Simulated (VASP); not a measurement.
# SiC (Moissanite) (P6_3mc) in VASP: a series of runs, part 2 of 2

VASP 6.6.1.

## (3) Single point, PBE+D4

This run uses another cell than the first one, of 10.13 Å³/atom, 1.021 times its volume.

The input, INCAR:

```
  ALGO = Normal
  EDIFF = 1E-7
  ENCUT = 520
  GGA = PE
  ISIF = 2
  ISMEAR = -1
  IVDW = 13
  LASPH = True
  LCHARG = False
  LREAL = False
  LWAVE = False
  NBANDS = 16
  NELM = 80
  PREC = Accurate
  SIGMA = 0.05
```

The input, KPOINTS:

```
k-points
0
Gamma
  10 10 5
```

The input, POSCAR:

```
SiC
1.0
    3.0553550827      0.0000000000      0.0000000000
   -1.5276775413      2.6460151191      0.0000000000
    0.0000000000      0.0000000000      5.0141197845
Si C
2 2
Direct
    0.6666666667      0.3333333333      0.5000000000
    0.3333333333      0.6666666667      0.0000000000
    0.6666666667      0.3333333333      0.8850000000
    0.3333333333      0.6666666667      0.3850000000
```

Potentials or basis: VASP PAW PBE potentials, release 64 (Si, C).

Launch:

```
> cat potpaw_PBE.64/Si/POTCAR potpaw_PBE.64/C/POTCAR > POTCAR
> mpirun -np 1 vasp_std > vasp.out
```

Wall time 52 s (1 thread of AMD EPYC 7R13, shared host); peak memory 0.13 GiB.

The run converged. Its results:

```
Free energy                : -31.3744 eV
Pressure                   : 4.0 GPa
Largest force              : 0.773 eV/Å
Band gap on the k mesh     : 2.45 eV, indirect (least direct gap 4.12 eV)
Dispersion energy per atom : -0.335 eV
```

Forces on the atoms (eV/Å):
```
Si   0.000  0.000  0.773
Si   0.000  0.000  0.773
C    0.000  0.000 -0.773
C    0.000  0.000 -0.773
```

Stress tensor (GPa, compression positive):
```
5.81 0.00 0.00
0.00 5.81 0.00
0.00 0.00 0.37
```

Levels at points of the mesh, in eV from the valence-band top:
```csv
k point,band 5,band 6,band 7,band 8,band 9,band 10,band 11,band 12
"(0.00, 0.00, 0.00)",-1.57,-0.27,-0.27,0.00,4.80,6.24,6.62,6.62
"(0.50, 0.00, 0.00)",-5.50,-3.58,-3.32,-1.49,2.63,4.22,6.90,7.28
```

A k mesh can miss the band edges.

## (4) Single point, BLYP

The input, INCAR:

```
SYSTEM = SiC
PREC     = Accurate       ! precision mode
ENCUT    = 520            ! plane-wave cutoff, eV
EDIFF    = 1E-6           ! SCF threshold, eV
ISMEAR   = -1             ! smearing method
SIGMA    = 0.05           ! smearing width, eV
LREAL    = .False.        ! projectors in reciprocal space
LASPH    = .True.         ! aspherical terms in the spheres
NELM     = 80             ! most SCF steps
ALGO     = Normal         ! electronic algorithm
ISIF     = 2              ! what is computed and relaxed
LWAVE    = .False.        ! write WAVECAR
LCHARG   = .False.        ! write CHGCAR
GGA      = B5             ! functional
ALDAX    = 1.0          
AGGAX    = 1.0          
AGGAC    = 1.0          
ALDAC    = 0.0          
NBANDS   = 16             ! bands
```

The input, KPOINTS:

```
regular mesh
0
Gamma
  10 10 5
  0 0 0
```

The input, POSCAR:

```
SiC
1.0
    3.0344273363      0.0000000000      0.0000000000
   -1.5172136681      2.6278911591      0.0000000000
    0.0000000000      0.0000000000      4.9797754205
Si C
2 2
Direct
    0.6666666667      0.3333333333      0.5000000000
    0.3333333333      0.6666666667      0.0000000000
    0.6666666667      0.3333333333      0.8850000000
    0.3333333333      0.6666666667      0.3850000000
```

Launch:

```
> cat potpaw_PBE.64/Si/POTCAR potpaw_PBE.64/C/POTCAR > POTCAR
> mpirun -np 1 vasp_std > vasp.out
```

Run time: 55 s. Hardware: 1 thread of AMD EPYC 7R13, shared host; peak memory 0.13 GiB.

The run converged. Its results:

```
Free energy            : -27.0892 eV
Pressure               : 19.0 GPa
Largest force          : 0.828 eV/Å
Band gap on the k mesh : 2.77 eV, indirect (least direct gap 4.43 eV)
```

Forces in eV/Å, atoms in the order of the input:
```
Si   0.000  0.000  0.828
Si   0.000  0.000  0.828
C    0.000  0.000 -0.828
C    0.000  0.000 -0.828
```

Stress tensor (GPa, compression positive):
```
20.91  0.00  0.00
 0.00 20.91  0.00
 0.00  0.00 15.28
```

Levels at points of the mesh, in eV from the valence-band top:
```csv
k point,band 5,band 6,band 7,band 8,band 9,band 10,band 11,band 12
"(0.00, 0.00, 0.00)",-1.57,-0.28,-0.28,0.00,5.13,6.61,6.86,6.86
"(0.50, 0.00, 0.00)",-5.46,-3.58,-3.25,-1.50,2.93,4.48,7.22,7.56
```

Caveat: the PAW data sets were made with another functional, which shifts forces and pressure a little.

## (5) Single point, BLYP

This run uses another cell than the first one, of 10.13 Å³/atom, 1.021 times its volume.

The input, INCAR:

```
SYSTEM = SiC
PREC     = Accurate       ! precision mode
ENCUT    = 520            ! plane-wave cutoff, eV
EDIFF    = 1E-6           ! SCF threshold, eV
ISMEAR   = -1             ! smearing method
SIGMA    = 0.05           ! smearing width, eV
LREAL    = .FALSE.        ! projectors in reciprocal space
LASPH    = .TRUE.         ! aspherical terms in the spheres
NELM     = 80             ! most SCF steps
ALGO     = Normal         ! electronic algorithm
ISIF     = 2              ! what is computed and relaxed
LWAVE    = .FALSE.        ! write WAVECAR
LCHARG   = .FALSE.        ! write CHGCAR
GGA      = B5             ! functional
ALDAX    = 1.0          
AGGAX    = 1.0          
AGGAC    = 1.0          
ALDAC    = 0.0          
NBANDS   = 16             ! bands
```

The input, KPOINTS:

```
Automatic mesh
0
G
  10 10 5
  0 0 0
```

The input, POSCAR:

```
SiC
1.0
    3.0553550827      0.0000000000      0.0000000000
   -1.5276775413      2.6460151191      0.0000000000
    0.0000000000      0.0000000000      5.0141197845
Si C
2 2
Direct
    0.6666666667      0.3333333333      0.5000000000
    0.3333333333      0.6666666667      0.0000000000
    0.6666666667      0.3333333333      0.8850000000
    0.3333333333      0.6666666667      0.3850000000
```

Launch:

```
> cat potpaw_PBE.64/Si/POTCAR potpaw_PBE.64/C/POTCAR > POTCAR
> mpirun -np 1 vasp_std > vasp.out
```

Wall time 50 s (1 thread of AMD EPYC 7R13, shared host); peak memory 0.13 GiB.

It converged, with:

| Item | Value |
| --- | --- |
| Free energy | -27.1737 eV |
| Pressure | 13.7 GPa |
| Largest force | 0.794 eV/Å |
| Band gap on the k mesh | 2.80 eV, indirect (least direct gap 4.39 eV) |

Forces on the atoms (eV/Å):
```
Si   0.000  0.000  0.794
Si   0.000  0.000  0.794
C    0.000  0.000 -0.794
C    0.000  0.000 -0.794
```

Stress tensor (GPa, compression positive):
```
15.27  0.00  0.00
 0.00 15.27  0.00
 0.00  0.00 10.54
```

Levels at points of the mesh, in eV from the valence-band top:
| k point | band 4 | band 5 | band 6 | band 7 | band 8 | band 9 | band 10 | band 11 | band 12 | band 13 |
| --- | --- | --- | --- | --- | --- | --- | --- | --- | --- | --- |
| (0.00, 0.00, 0.00) | -1.56 | -1.56 | -0.28 | -0.28 | 0.00 | 4.94 | 6.39 | 6.73 | 6.73 | 7.83 |
| (0.50, 0.00, 0.00) | -6.53 | -5.39 | -3.54 | -3.19 | -1.49 | 2.89 | 4.45 | 7.05 | 7.47 | 9.98 |

Caveat: the PAW data sets were made with another functional, which shifts forces and pressure a little.

## (6) Single point, SVWN5

The input, INCAR:

```
SYSTEM = SiC
  PREC = Accurate
  ENCUT = 520
  EDIFF = 1E-6
  ISMEAR = -1
  SIGMA = 0.05
  LREAL = .FALSE.
  LASPH = .TRUE.
  NELM = 80
  ALGO = Normal
  ISIF = 2
  LWAVE = .FALSE.
  LCHARG = .FALSE.
  GGA = VW
  NBANDS = 16
```

KPOINTS is that of step 5.

The input, POSCAR:

```
SiC
1.0
    3.0344273363      0.0000000000      0.0000000000
   -1.5172136681      2.6278911591      0.0000000000
    0.0000000000      0.0000000000      4.9797754205
Si C
2 2
Direct
    0.6666666667      0.3333333333      0.5000000000
    0.3333333333      0.6666666667      0.0000000000
    0.6666666667      0.3333333333      0.8850000000
    0.3333333333      0.6666666667      0.3850000000
```

Potentials or basis: VASP PAW PBE potentials, release 64 (Si, C).

Launch:

```
> cat potpaw_PBE.64/Si/POTCAR potpaw_PBE.64/C/POTCAR > POTCAR
> mpirun -np 1 vasp_std > vasp.out
```

Run time: 34 s. Hardware: 1 thread of AMD EPYC 7R13, shared host; peak memory 0.12 GiB.

It converged, with:

- Free energy: -33.1333 eV
- Pressure: 6.8 GPa
- Largest force: 0.809 eV/Å
- Band gap on the k mesh: 2.30 eV, indirect (least direct gap 4.08 eV)

Forces on the atoms (eV/Å):
```
Si   0.000  0.000  0.809
Si   0.000  0.000  0.809
C    0.000  0.000 -0.809
C    0.000  0.000 -0.809
```

Stress tensor (GPa, compression positive):
```
8.83 0.00 0.00
0.00 8.83 0.00
0.00 0.00 2.69
```

Levels at points of the mesh, in eV from the valence-band top:
```csv
k point,band 4,band 5,band 6,band 7,band 8,band 9,band 10,band 11,band 12,band 13
"(0.00, 0.00, 0.00)",-1.58,-1.58,-0.27,-0.27,0.00,4.95,6.44,6.64,6.64,7.84
"(0.50, 0.00, 0.00)",-6.65,-5.61,-3.64,-3.42,-1.50,2.57,4.18,6.99,7.29,9.98
```

Caveat: the PAW data sets were made with another functional, which shifts forces and pressure a little. A k mesh can miss the band edges.

## (7) The runs side by side

```csv
level,cell,gap on the mesh (eV),pressure (GPa),largest force (eV/Å)
PBE+D4,"a = 3.034, b = 3.034, c = 4.980 Å, angles 90.0, 90.0, 120.0°, 4 atoms",2.41,9.1,0.81
PBE+D4,"a = 3.055, b = 3.055, c = 5.014 Å, angles 90.0, 90.0, 120.0°, 4 atoms",2.45,4.0,0.77
BLYP,"a = 3.034, b = 3.034, c = 4.980 Å, angles 90.0, 90.0, 120.0°, 4 atoms",2.77,19.0,0.83
BLYP,"a = 3.055, b = 3.055, c = 5.014 Å, angles 90.0, 90.0, 120.0°, 4 atoms",2.80,13.7,0.79
SVWN5,"a = 3.034, b = 3.034, c = 4.980 Å, angles 90.0, 90.0, 120.0°, 4 atoms",2.30,6.8,0.81
```

Alike in all rows: task single point; potentials or basis VASP PAW PBE potentials, release 64 (Si, C); no spin polarisation; k mesh 10 × 10 × 5; cutoff (eV) 520; smearing fermi-dirac 0.05 eV.

On the cell as given the gap runs from 2.30 eV (SVWN5) to 2.77 eV (BLYP). The pressure there spans 6.8 GPa (SVWN5) to 19.0 GPa (BLYP); a positive pressure means that this level wants a larger cell, a negative one a smaller.

Caveats: the PAW data sets were made with another functional, which shifts forces and pressure a little (some runs).

Absolute energies hang on the potentials; compare differences alone.
